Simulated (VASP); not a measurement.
# InP (F-43m) in VASP: single point with PBE

Aim: the single point of InP with PBE.

Everything below comes from runs of VASP 6.6.1. Logs are shortened: lines on timing, memory, paths and dates and some standing lists are left out, and cuts for length are marked.

## 1. The cell of the first run

It takes space group F-43m (No. 216, cubic). The conventional cell has a = 5.861 Å, b = 5.861 Å, c = 5.861 Å, α = 90.00°, β = 90.00°, γ = 90.00°. In (site symmetry -43m) has 4 P at 2.54 Å within 3.3 Å. Within 3.3 Å of P (site symmetry -43m) lie 4 In at 2.54 Å.

## 2. Single point, PBE, non-collinear spin, zero start, spin-orbit coupling

File INCAR:

```
SYSTEM = InP
PREC     = Accurate       ! precision mode
ENCUT    = 520            ! plane-wave cutoff, eV
EDIFF    = 1E-6           ! SCF threshold, eV
ISMEAR   = -1             ! smearing method
SIGMA    = 0.03           ! smearing width, eV
LREAL    = .False.        ! projectors in reciprocal space
LASPH    = .True.         ! aspherical terms in the spheres
NELM     = 150            ! most SCF steps
ALGO     = Normal         ! electronic algorithm
ISIF     = 2              ! what is computed and relaxed
LWAVE    = .False.        ! write WAVECAR
LCHARG   = .False.        ! write CHGCAR
MAGMOM   = 0 0 0 0 0 0    ! initial moments
LORBIT   = 11             ! projections on sites
LSORBIT  = .True.         ! spin-orbit coupling
GGA_COMPAT= .False.      
LORBMOM  = .True.       
GGA      = PE             ! functional
NBANDS   = 30             ! bands
```

File KPOINTS:

```
Automatic mesh
0
Gamma
  11 11 11
  0 0 0
```

File POSCAR:

```
InP
1.0
    0.0000000000      2.9305000000      2.9305000000
    2.9305000000      0.0000000000      2.9305000000
    2.9305000000      2.9305000000      0.0000000000
In P
1 1
Direct
    0.0000000000      0.0000000000      0.0000000000
    0.7500000000      0.7500000000      0.7500000000
```

Potentials or basis: VASP PAW PBE potentials, release 64 (In_d, P).

Run with:

```
> cat potpaw_PBE.64/In_d/POTCAR potpaw_PBE.64/P/POTCAR > POTCAR
> mpirun -np 1 vasp_ncl > vasp.out
```

OUTCAR:

```text
SYSTEM = InP
   PREC = Accurate
   ENCUT = 520
   EDIFF = 1E-6
   ISMEAR = -1
   LREAL = .False.
   LASPH = .True.
   NELM = 150
   ISIF = 2
   LORBIT = 11
   LSORBIT = .True.
   GGA = PE

 ion  position               nearest neighbor table
   1  0.000  0.000  0.000-   2 2.54   2 2.54   2 2.54   2 2.54
   2  0.750  0.750  0.750-   1 2.54   1 2.54   1 2.54   1 2.54

  LATTYP: Found a face centered cubic cell.
 ALAT       =     5.8610000000

  Lattice vectors:

 A1 = (   0.0000000000,   2.9305000000,   2.9305000000)
 A2 = (   2.9305000000,   0.0000000000,   2.9305000000)
 A3 = (   2.9305000000,   2.9305000000,   0.0000000000)

Analysis of symmetry for initial positions (statically):
=====================================================================
 Subroutine PRICEL returns:
 Original cell was already a primitive cell.

 Routine SETGRP: Setting up the symmetry group for a
 face centered cubic supercell.

 Subroutine GETGRP returns: Found 24 space group operations
 (whereof 24 operations were pure point group operations)
 out of a pool of 48 trial point group operations.

The static configuration has the point symmetry T_d .

Analysis of symmetry for dynamics (positions and initial velocities):
=====================================================================
 Subroutine PRICEL returns:
 Original cell was already a primitive cell.

 Routine SETGRP: Setting up the symmetry group for a
 face centered cubic supercell.

 Subroutine GETGRP returns: Found 24 space group operations
 (whereof 24 operations were pure point group operations)
 out of a pool of 48 trial point group operations.

The dynamic configuration has the point symmetry T_d .

Analysis of structural, dynamic, and magnetic symmetry:
=====================================================================
 Subroutine PRICEL returns:
 Original cell was already a primitive cell.

 Routine SETGRP: Setting up the symmetry group for a
 face centered cubic supercell.

 Subroutine GETGRP returns: Found 24 space group operations
 (whereof 24 operations were pure point group operations)
 out of a pool of 48 trial point group operations.

The overall configuration has the point symmetry T_d .

 Subroutine INISYM returns: Found 24 space group operations
 (whereof 24 operations are pure point group operations),
 and found     1 'primitive' translations

----------------------------------------------------------------------------------------

                                     Primitive cell

  volume of cell :      50.3333

  direct lattice vectors                    reciprocal lattice vectors
     0.000000000  2.930500000  2.930500000    -0.170619348  0.170619348  0.170619348
     2.930500000  0.000000000  2.930500000     0.170619348 -0.170619348  0.170619348
     2.930500000  2.930500000  0.000000000     0.170619348  0.170619348 -0.170619348

  length of vectors
     4.144352845  4.144352845  4.144352845     0.295521380  0.295521380  0.295521380

  position of ions in fractional coordinates (direct lattice)
     0.000000000  0.000000000  0.000000000
     0.750000000  0.750000000  0.750000000

  ion indices of the primitive-cell ions
   primitive index   ion index
                 1           1
                 2           2

----------------------------------------------------------------------------------------

 KPOINTS: Automatic mesh

Automatic generation of k-mesh.
 Grid dimensions read from file:
 generate k-points for:   11   11   11

 Generating k-lattice:

  Cartesian coordinates                     Fractional coordinates (reciprocal lattice)
    -0.015510850  0.015510850  0.015510850     0.090909091  0.000000000  0.000000000
     0.015510850 -0.015510850  0.015510850     0.000000000  0.090909091  0.000000000
     0.015510850  0.015510850 -0.015510850     0.000000000  0.000000000  0.090909091

  Length of vectors
     0.026865580  0.026865580  0.026865580

  Shift w.r.t. Gamma in fractional coordinates (k-lattice)
     0.000000000  0.000000000  0.000000000

 Subroutine IBZKPT returns following result:
 ===========================================

 Found     91 irreducible k-points:

 Following reciprocal coordinates:
            Coordinates               Weight
  0.000000  0.000000  0.000000      1.000000
  0.090909  0.000000  0.000000      4.000000
 -0.090909  0.000000  0.000000      4.000000
  0.181818  0.000000  0.000000      4.000000
 -0.181818  0.000000  0.000000      4.000000
  0.272727  0.000000  0.000000      4.000000
[... 47 lines left out ...]
   PSTRESS=    0.0 pullay stress
   NELECT =      18.0000    total number of electrons
   NUPDOWN=      -1.0000    fix difference up-down
   EMIN   =  10.00;   EMAX   =-10.00  energy-range for DOS
   EFERMI =   0.00;   METHOD = LEGACY
   ISMEAR =    -1;   SIGMA  =   0.03  broadening in eV -4-tet -1-fermi 0-gaus
   EFERMI_NEDOS =   21; number of points for ismear=-14 and -15
   IALGO  =     38    algorithm
   IMIX   =      4    mixing-type and parameters
     AMIX     =   0.40;   BMIX     =  1.00
     AMIX_MAG =   1.60;   BMIX_MAG =  1.00
  volume/ion in A,a.u.               =      25.17       169.83
  Fermi-wavevector in a.u.,A,eV,Ry     =   1.162021  2.195901 18.371846  1.350293
  Thomas-Fermi vector in A             =   2.298587
   LORBIT       =     11    0 simple, 1 ext, 2 COOP (PROOUT), +10 PAW based schemes
   GGA     = PE    functional components
   LHFCALC =     F    Hartree Fock is set to
   AEXX    =    0.0000 exact exchange contribution
   IVDW    =     0    specifies the selected vdW correction
   LEPSILON=     F    determine dielectric tensor
   LRPA    =     F    only Hartree local field effects (RPA)
  energy-cutoff  :      520.00
  volume of cell :       50.33
 maximum number of plane-waves:      2750
   NGX = 15   NGY = 15   NGZ = 15

 number of electron      18.0000000 magnetization       0.0000000      0.0000000      0.0000000

 number of electron      18.0000005 magnetization      -0.0000000     -0.0000000     -0.0000000

 number of electron      18.0000005 magnetization      -0.0000000      0.0000000      0.0000000

 number of electron      18.0000005 magnetization      -0.0000000     -0.0000000      0.0000000

 Free energy of the ion-electron system (eV)
  ---------------------------------------------------
  ext. energy  EPLUGINS =         0.00000000
  ---------------------------------------------------
  free energy    TOTEN  =        -8.41878457 eV

  energy without entropy =       -8.41878455  energy(sigma->0) =       -8.41878456

 E-fermi :   5.5715     XC(G=0):  -9.2833

 val. band max:        5.2163524475   @ k =   0.0000   0.0000   0.0000
 cond. band min:       5.8999162307   @ k =   0.0000   0.0000   0.0000
 fundamental gap:      0.6835637833
 Fermi energy:         5.5715133131

 k-point     1 :       0.0000    0.0000    0.0000
  band No.  band energies     occupation
      1      -9.4455      1.00000
      2      -9.4455      1.00000
      3      -9.4455      1.00000
      4      -9.4455      1.00000
      5      -8.6653      1.00000
      6      -8.6653      1.00000
[... 781 lines left out ...]
     29      14.5206      0.00000
     30      14.5551      0.00000

 [... further k-points ...]
[... 5 lines left out ...]
  --------------------------------------------------------------------------------------
  -------------------------------------------------------------------------------------
  Total        1.0166388      1.0166388      1.0166388     -0.0000000      0.0000000      0.0000000
  in kB       32.3610126     32.3610126     32.3610126     -0.0000000      0.0000000      0.0000000
  external PRESSURE =      32.3610126 kB  Pullay stress =       0.0000000 kB

 VOLUME and BASIS-vectors are now :
 -----------------------------------------------------------------------------
  energy-cutoff  :      520.00
  volume of cell :       50.33
      direct lattice vectors                 reciprocal lattice vectors
     0.000000000  2.930500000  2.930500000    -0.170619348  0.170619348  0.170619348
     2.930500000  0.000000000  2.930500000     0.170619348 -0.170619348  0.170619348
     2.930500000  2.930500000  0.000000000     0.170619348  0.170619348 -0.170619348

 POSITION                                       TOTAL-FORCE (eV/Angst)
 -----------------------------------------------------------------------------------
      0.00000      0.00000      0.00000        -0.000000     -0.000000     -0.000000
      4.39575      4.39575      4.39575         0.000000      0.000000      0.000000
 -----------------------------------------------------------------------------------
    total drift:                               -0.000000     -0.000000     -0.000000

  FREE ENERGIE OF THE ION-ELECTRON SYSTEM (eV)
  ---------------------------------------------------
  free  energy   TOTEN  =        -8.4187845679 eV

  energy  without entropy=       -8.4187845477  energy(sigma->0) =       -8.41878456

 orbital moment (x)

 # of ion     p       d       tot
 ----------------------------------------
  1         0.000   0.000   0.000
  2        -0.000   0.000  -0.000
 ----------------------------------------
            0.000   0.000   0.000

 orbital moment (y)

 # of ion     p       d       tot
 ----------------------------------------
  1         0.000   0.000   0.000
  2        -0.000   0.000  -0.000
 ----------------------------------------
            0.000   0.000   0.000

 orbital moment (z)

 # of ion     p       d       tot
 ----------------------------------------
  1         0.000  -0.000  -0.000
  2         0.000   0.000   0.000
 ----------------------------------------
            0.000  -0.000  -0.000

 Spin-Orbit-Coupling matrix elements

 Ion:    1  E_soc:     -0.0714816
 l=   1
     0.0000000    -0.0054134    -0.0054134
    -0.0054134     0.0000000    -0.0054134
    -0.0054134    -0.0054134     0.0000000
 l=   2
     0.0000000    -0.0013311     0.0000000    -0.0013311    -0.0051691
    -0.0013311     0.0000000    -0.0038768    -0.0013311    -0.0012923
     0.0000000    -0.0038768     0.0000000    -0.0038768     0.0000000
    -0.0013311    -0.0013311    -0.0038768     0.0000000    -0.0012923
    -0.0051691    -0.0012923     0.0000000    -0.0012923     0.0000000
 l=   3
     0.0000000     0.0000000     0.0000000     0.0000000     0.0000000     0.0000000     0.0000000
     0.0000000     0.0000000     0.0000000     0.0000000     0.0000000     0.0000000     0.0000000
     0.0000000     0.0000000     0.0000000     0.0000000     0.0000000     0.0000000     0.0000000
     0.0000000     0.0000000     0.0000000     0.0000000     0.0000000     0.0000000     0.0000000
     0.0000000     0.0000000     0.0000000     0.0000000     0.0000000     0.0000000     0.0000000
     0.0000000     0.0000000     0.0000000     0.0000000     0.0000000     0.0000000     0.0000000
     0.0000000     0.0000000     0.0000000     0.0000000     0.0000000     0.0000000     0.0000000

 Ion:    2  E_soc:     -0.0011274
 l=   1
     0.0000000    -0.0001879    -0.0001879
    -0.0001879     0.0000000    -0.0001879
    -0.0001879    -0.0001879     0.0000000
 l=   2
     0.0000000     0.0000000     0.0000000     0.0000000     0.0000000
     0.0000000     0.0000000     0.0000000     0.0000000     0.0000000
     0.0000000     0.0000000     0.0000000     0.0000000     0.0000000
     0.0000000     0.0000000     0.0000000     0.0000000     0.0000000
     0.0000000     0.0000000     0.0000000     0.0000000     0.0000000
 l=   3
     0.0000000     0.0000000     0.0000000     0.0000000     0.0000000     0.0000000     0.0000000
     0.0000000     0.0000000     0.0000000     0.0000000     0.0000000     0.0000000     0.0000000
     0.0000000     0.0000000     0.0000000     0.0000000     0.0000000     0.0000000     0.0000000
     0.0000000     0.0000000     0.0000000     0.0000000     0.0000000     0.0000000     0.0000000
     0.0000000     0.0000000     0.0000000     0.0000000     0.0000000     0.0000000     0.0000000
     0.0000000     0.0000000     0.0000000     0.0000000     0.0000000     0.0000000     0.0000000
     0.0000000     0.0000000     0.0000000     0.0000000     0.0000000     0.0000000     0.0000000

 total charge

# of ion       s       p       d       tot
------------------------------------------
    1        0.828   0.769   9.901  11.497
    2        1.030   1.497   0.000   2.527
--------------------------------------------------
tot          1.858   2.266   9.901  14.025

 magnetization (x)

# of ion       s       p       d       tot
------------------------------------------
    1        0.000   0.000  -0.000   0.000
    2       -0.000  -0.000   0.000  -0.000
--------------------------------------------------
tot         -0.000   0.000  -0.000   0.000

 magnetization (y)

# of ion       s       p       d       tot
------------------------------------------
    1        0.000  -0.000   0.000  -0.000
    2       -0.000   0.000   0.000   0.000
--------------------------------------------------
tot         -0.000  -0.000   0.000  -0.000

 magnetization (z)

# of ion       s       p       d       tot
------------------------------------------
    1        0.000  -0.000  -0.000  -0.000
    2       -0.000   0.000   0.000   0.000
--------------------------------------------------
tot         -0.000  -0.000  -0.000  -0.000
```

Run time: 2.1 min. Hardware: 1 thread of Intel Xeon 6975P-C (Granite Rapids), shared host; peak memory 0.43 GiB.

What came out:

```yaml
Free_energy: -8.4188 eV
Pressure: 3.2 GPa
Net_moment: 0.00 μB per cell
Valence_electrons_inside_the_program's_atomic_spheres: In 11.50; P 2.53
```

Moments on the atoms (μB; x, y, z):
```
In  0.00 0.00 0.00
P   0.00 0.00 0.00
```
